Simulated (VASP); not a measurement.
# TiO2 (Pbcn) in VASP: single point with PBE

Aim: the single point of TiO2 with PBE.

Everything below comes from runs of VASP 6.6.1. Logs are shortened: lines on timing, memory, paths and dates and some standing lists are left out, and cuts for length are marked.

## (1) The cell of the first run

It takes space group Pbcn (No. 60, orthorhombic). The conventional cell has a = 4.545 Å, b = 5.520 Å, c = 4.909 Å, α = 90.00°, β = 90.00°, γ = 90.00°. Within 2.5 Å of Ti (site symmetry 2) lie 6 O at 1.88 to 2.09 Å. Within 3.0 Å of O (site symmetry 1) lie 3 Ti at 1.88 to 2.09 Å and 12 O at 2.58 to 2.97 Å.

## (2) Single point, PBE, collinear spin

INCAR reads:

```
SYSTEM = TiO2
ALGO = Normal
EDIFF = 1E-6
ENCUT = 520
GGA = PE
ISIF = 2
ISMEAR = 0
ISPIN = 2
LASPH = .True.
LCHARG = .True.
LELF = .True.
LMAXMIX = 4
LORBIT = 11
LREAL = .False.
LVHAR = .True.
LWAVE = .False.
MAGMOM = 1 1 1 1 0 0 0 0 0 0 0 0
NBANDS = 64
NELM = 150
PREC = Accurate
SIGMA = 0.1
```

KPOINTS reads:

```
k-points
0
Gamma
  4 4 4
  0 0 0
```

POSCAR reads:

```
TiO2
1.0
    4.5453495500      0.0000000000      0.0000000000
    0.0000000000      5.5196194400      0.0000000000
    0.0000000000      0.0000000000      4.9091968600
Ti O
4 8
Direct
    0.5000000000      0.6729909300      0.7500000000
    0.0000000000      0.8270090700      0.2500000000
    0.5000000000      0.3270090700      0.2500000000
    0.0000000000      0.1729909300      0.7500000000
    0.7285493800      0.6182753600      0.0813509200
    0.2285493800      0.8817246400      0.9186490800
    0.7714506200      0.8817246400      0.5813509200
    0.2714506200      0.6182753600      0.4186490800
    0.7285493800      0.3817246400      0.5813509200
    0.2285493800      0.1182753600      0.4186490800
    0.7714506200      0.1182753600      0.0813509200
    0.2714506200      0.3817246400      0.9186490800
```

Potentials or basis: VASP PAW PBE potentials, release 64 (Ti_sv, O).

Launch:

```
$ cat potpaw_PBE.64/Ti_sv/POTCAR potpaw_PBE.64/O/POTCAR > POTCAR
$ mpirun -np 1 vasp_std > vasp.out
```

OUTCAR:

```text
SYSTEM = TiO2
   EDIFF = 1E-6
   ENCUT = 520
   GGA = PE
   ISIF = 2
   ISMEAR = 0
   ISPIN = 2
   LASPH = .True.
   LORBIT = 11
   LREAL = .False.
   NELM = 150
   PREC = Accurate

 ion  position               nearest neighbor table
   1  0.500  0.673  0.750-   6 1.88   7 1.88   5 1.95   8 1.95   9 2.09  12 2.09
   2  0.000  0.827  0.250-   5 1.88   8 1.88   7 1.95   6 1.95  10 2.09  11 2.09
   3  0.500  0.327  0.250-  10 1.88  11 1.88   9 1.95  12 1.95   5 2.09   8 2.09
   4  0.000  0.173  0.750-   9 1.88  12 1.88  11 1.95  10 1.95   6 2.09   7 2.09
   5  0.729  0.618  0.081-   2 1.88   1 1.95   3 2.09
   6  0.229  0.882  0.919-   1 1.88   2 1.95   4 2.09
   7  0.771  0.882  0.581-   1 1.88   2 1.95   4 2.09
   8  0.271  0.618  0.419-   2 1.88   1 1.95   3 2.09
   9  0.729  0.382  0.581-   4 1.88   3 1.95   1 2.09
  10  0.229  0.118  0.419-   3 1.88   4 1.95   2 2.09
  11  0.771  0.118  0.081-   3 1.88   4 1.95   2 2.09
  12  0.271  0.382  0.919-   4 1.88   3 1.95   1 2.09

  LATTYP: Found a simple orthorhombic cell.
 ALAT       =     4.5453495500
 B/A-ratio  =     1.0800482572
 C/A-ratio  =     1.2143443269

  Lattice vectors:

 A1 = (  -4.5453495500,   0.0000000000,   0.0000000000)
 A2 = (   0.0000000000,   0.0000000000,   4.9091968600)
 A3 = (   0.0000000000,   5.5196194400,   0.0000000000)

Analysis of symmetry for initial positions (statically):
=====================================================================
 Subroutine PRICEL returns:
 Original cell was already a primitive cell.

 Routine SETGRP: Setting up the symmetry group for a
 simple orthorhombic supercell.

 Subroutine GETGRP returns: Found  8 space group operations
 (whereof  2 operations were pure point group operations)
 out of a pool of  8 trial point group operations.

The static configuration has the point symmetry S_2 .
 The point group associated with its full space group is D_2h.

Analysis of symmetry for dynamics (positions and initial velocities):
=====================================================================
 Subroutine PRICEL returns:
 Original cell was already a primitive cell.

 Routine SETGRP: Setting up the symmetry group for a
 simple orthorhombic supercell.

 Subroutine GETGRP returns: Found  8 space group operations
 (whereof  2 operations were pure point group operations)
 out of a pool of  8 trial point group operations.

The dynamic configuration has the point symmetry S_2 .
 The point group associated with its full space group is D_2h.

Analysis of structural, dynamic, and magnetic symmetry:
=====================================================================
 Subroutine PRICEL returns:
 Original cell was already a primitive cell.

 Routine SETGRP: Setting up the symmetry group for a
 simple orthorhombic supercell.

 Subroutine GETGRP returns: Found  8 space group operations
 (whereof  2 operations were pure point group operations)
 out of a pool of  8 trial point group operations.

The overall configuration has the point symmetry S_2 .
 The point group associated with its full space group is D_2h.

 Subroutine INISYM returns: Found  8 space group operations
 (whereof  2 operations are pure point group operations),
 and found     1 'primitive' translations

----------------------------------------------------------------------------------------

                                     Primitive cell

  volume of cell :     123.1649

  direct lattice vectors                    reciprocal lattice vectors
     4.545349550  0.000000000  0.000000000     0.220005082  0.000000000  0.000000000
     0.000000000  5.519619440  0.000000000     0.000000000  0.181171911  0.000000000
     0.000000000  0.000000000  4.909196860     0.000000000  0.000000000  0.203699307

  length of vectors
     4.545349550  5.519619440  4.909196860     0.220005082  0.181171911  0.203699307

[... 93 lines left out ...]
   ICHARG =      2    charge: 1-file 2-atom 10-const
   ISPIN  =      2    spin polarized calculation?
   LNONCOLLINEAR =      F non collinear calculations
   LSORBIT =      F    spin-orbit coupling
   LASPH  =      T    aspherical Exc in radial PAW
   ENCUT  =  520.0 eV  38.22 Ry    6.18 a.u.   8.45 10.26  9.13*2*pi/ulx,y,z
   NELM   =    150;   NELMIN=  2; NELMDL= -5     # of ELM steps
   EDIFF  = 0.1E-05   stopping-criterion for ELM
   LREAL  =      F    real-space projection
   EDIFFG = 0.1E-04   stopping-criterion for IOM
   NSW    =      0    number of steps for IOM
   IBRION =     -1    ionic relax: 0-MD 1-quasi-New 2-CG
   NFREE  =      0    steps in history (QN), initial steepest desc. (CG)
   ISIF   =      2    stress and relaxation
   ISYM   =      2    0-nonsym 1-usesym 2-fastsym
   POTIM  = 0.5000    time-step for ionic-motion
   TEBEG  =    0.0;   TEEND  =   0.0 temperature during run
   PSTRESS=    0.0 pullay stress
   NELECT =      96.0000    total number of electrons
   NUPDOWN=      -1.0000    fix difference up-down
   EMIN   =  10.00;   EMAX   =-10.00  energy-range for DOS
   EFERMI =   0.00;   METHOD = LEGACY
   ISMEAR =     0;   SIGMA  =   0.10  broadening in eV -4-tet -1-fermi 0-gaus
   EFERMI_NEDOS =   21; number of points for ismear=-14 and -15
   IALGO  =     38    algorithm
   IMIX   =      4    mixing-type and parameters
     AMIX     =   0.40;   BMIX     =  1.00
     AMIX_MAG =   1.60;   BMIX_MAG =  1.00
  volume/ion in A,a.u.               =      10.26        69.26
  Fermi-wavevector in a.u.,A,eV,Ry     =   1.506617  2.847094 30.883806  2.269896
  Thomas-Fermi vector in A             =   2.617311
   LORBIT       =     11    0 simple, 1 ext, 2 COOP (PROOUT), +10 PAW based schemes
   GGA     = PE    functional components
   LHFCALC =     F    Hartree Fock is set to
   AEXX    =    0.0000 exact exchange contribution
   IVDW    =     0    specifies the selected vdW correction
   LEPSILON=     F    determine dielectric tensor
   LRPA    =     F    only Hartree local field effects (RPA)
 spin polarized calculation
 Gauss-broadening in eV      SIGMA  =   0.10
  energy-cutoff  :      520.00
  volume of cell :      123.16
 maximum number of plane-waves:      3336
 NGX is ok and might be reduce to    36
   NGX = 17   NGY = 21   NGZ = 19

 number of electron      96.0000013 magnetization      -0.0000700

 number of electron      96.0000013 magnetization       0.0000149

 Free energy of the ion-electron system (eV)
  ---------------------------------------------------
  ext. energy  EPLUGINS =         0.00000000
  ---------------------------------------------------
  free energy    TOTEN  =      -107.36073249 eV

  energy without entropy =     -107.36073249  energy(sigma->0) =     -107.36073249

 E-fermi :   5.1018     XC(G=0): -11.5228

 val. band max:        4.6432298255   @ k =   0.0000   0.0000   0.0000
 cond. band min:       7.2402289740   @ k =   0.0000   0.0000   0.5000
 fundamental gap:      2.5969991485
 Fermi energy:         5.1018379332

 spin component 1

 k-point     1 :       0.0000    0.0000    0.0000
  band No.  band energies     occupation
      1     -51.8051      1.00000
      2     -51.7831      1.00000
      3     -51.7751      1.00000
      4     -51.7696      1.00000
      5     -28.2418      1.00000
      6     -28.1644      1.00000
[... 1501 lines left out ...]
     59       8.6161      0.00000
     60       8.6161      0.00000

 [... further k-points ...]

 spin component 2

 k-point     1 :       0.0000    0.0000    0.0000
  band No.  band energies     occupation
      1     -51.8050      1.00000
      2     -51.7831      1.00000
      3     -51.7751      1.00000
      4     -51.7695      1.00000
      5     -28.2418      1.00000
      6     -28.1644      1.00000
[... 1501 lines left out ...]
     59       8.6162      0.00000
     60       8.6162      0.00000

 [... further k-points ...]

 [bands above 60 left out]

------------------------ aborting loop because EDIFF is reached ----------------------------------------

  FORCE on cell =-STRESS in cart. coord.  units (eV):
  Direction    XX          YY          ZZ          XY          YZ          ZX
  --------------------------------------------------------------------------------------
  -------------------------------------------------------------------------------------
  Total        3.7053735      3.6744118      3.6799446      0.0000000      0.0000000     -0.0000000
  in kB       48.2009623     47.7981995     47.8701725      0.0000000      0.0000000     -0.0000000
  external PRESSURE =      47.9564448 kB  Pullay stress =       0.0000000 kB

 VOLUME and BASIS-vectors are now :
 -----------------------------------------------------------------------------
  energy-cutoff  :      520.00
  volume of cell :      123.16
      direct lattice vectors                 reciprocal lattice vectors
     4.545349550  0.000000000  0.000000000     0.220005082  0.000000000  0.000000000
     0.000000000  5.519619440  0.000000000     0.000000000  0.181171911  0.000000000
     0.000000000  0.000000000  4.909196860     0.000000000  0.000000000  0.203699307

 POSITION                                       TOTAL-FORCE (eV/Angst)
 -----------------------------------------------------------------------------------
      2.27267      3.71465      3.68190         0.000000      0.085922      0.000000
      0.00000      4.56478      1.22730         0.000000     -0.085922      0.000000
      2.27267      1.80497      1.22730         0.000000     -0.085922      0.000000
      0.00000      0.95484      3.68190         0.000000      0.085922      0.000000
      3.31151      3.41264      0.39937         0.044584      0.011539      0.005821
      1.03884      4.86678      4.50983         0.044584     -0.011539     -0.005821
      3.50651      4.86678      2.85397        -0.044584     -0.011539      0.005821
      1.23384      3.41264      2.05523        -0.044584      0.011539     -0.005821
      3.31151      2.10697      2.85397         0.044584     -0.011539      0.005821
      1.03884      0.65283      2.05523         0.044584      0.011539     -0.005821
      3.50651      0.65283      0.39937        -0.044584      0.011539      0.005821
      1.23384      2.10697      4.50983        -0.044584     -0.011539     -0.005821
 -----------------------------------------------------------------------------------
    total drift:                                0.000000      0.000000      0.000000

  FREE ENERGIE OF THE ION-ELECTRON SYSTEM (eV)
  ---------------------------------------------------
  free  energy   TOTEN  =      -107.3607324914 eV

  energy  without entropy=     -107.3607324914  energy(sigma->0) =     -107.36073249

 total charge

# of ion       s       p       d       tot
------------------------------------------
    1        2.223   6.288   1.739  10.250
    2        2.223   6.288   1.739  10.250
    3        2.223   6.288   1.739  10.250
    4        2.223   6.288   1.739  10.250
    5        1.573   3.500   0.000   5.074
    6        1.573   3.500   0.000   5.074
    7        1.573   3.500   0.000   5.074
    8        1.573   3.500   0.000   5.074
    9        1.573   3.500   0.000   5.074
   10        1.573   3.500   0.000   5.074
   11        1.573   3.500   0.000   5.074
   12        1.573   3.500   0.000   5.074
--------------------------------------------------
tot         21.481  53.154   6.957  81.592

 magnetization (x)

# of ion       s       p       d       tot
------------------------------------------
    1       -0.000   0.000  -0.000  -0.000
    2       -0.000   0.000  -0.000  -0.000
    3       -0.000   0.000  -0.000  -0.000
    4       -0.000   0.000  -0.000  -0.000
    5        0.000   0.000   0.000   0.000
    6        0.000   0.000   0.000   0.000
    7        0.000   0.000   0.000   0.000
    8        0.000   0.000   0.000   0.000
    9        0.000   0.000   0.000   0.000
   10        0.000   0.000   0.000   0.000
   11        0.000   0.000   0.000   0.000
   12        0.000   0.000   0.000   0.000
--------------------------------------------------
tot         -0.000   0.000  -0.000   0.000
```

Wall time 11 min (1 thread of Oxide Virtual Turin-like, shared host); peak memory 0.41 GiB.

Results:

```yaml
Free_energy: -107.3607 eV
Pressure: 4.8 GPa
Largest_force: 0.086 eV/Å
Band_gap_on_the_k_mesh: 2.60 eV (least direct gap 2.65 eV)
Net_moment: 0.00 μB per cell
Valence_electrons_inside_the_program's_atomic_spheres: Ti 10.25; O 5.07
```

Forces on the atoms (eV/Å):
```
Ti   0.000  0.086  0.000
Ti   0.000 -0.086  0.000
Ti   0.000 -0.086  0.000
Ti   0.000  0.086  0.000
O    0.045  0.012  0.006
O    0.045 -0.012 -0.006
O   -0.045 -0.012  0.006
O   -0.045  0.012 -0.006
O    0.045 -0.012  0.006
O    0.045  0.012 -0.006
O   -0.045  0.012  0.006
O   -0.045 -0.012 -0.006
```

Caveat: the cell stands under pressure. A k mesh can miss the band edges.
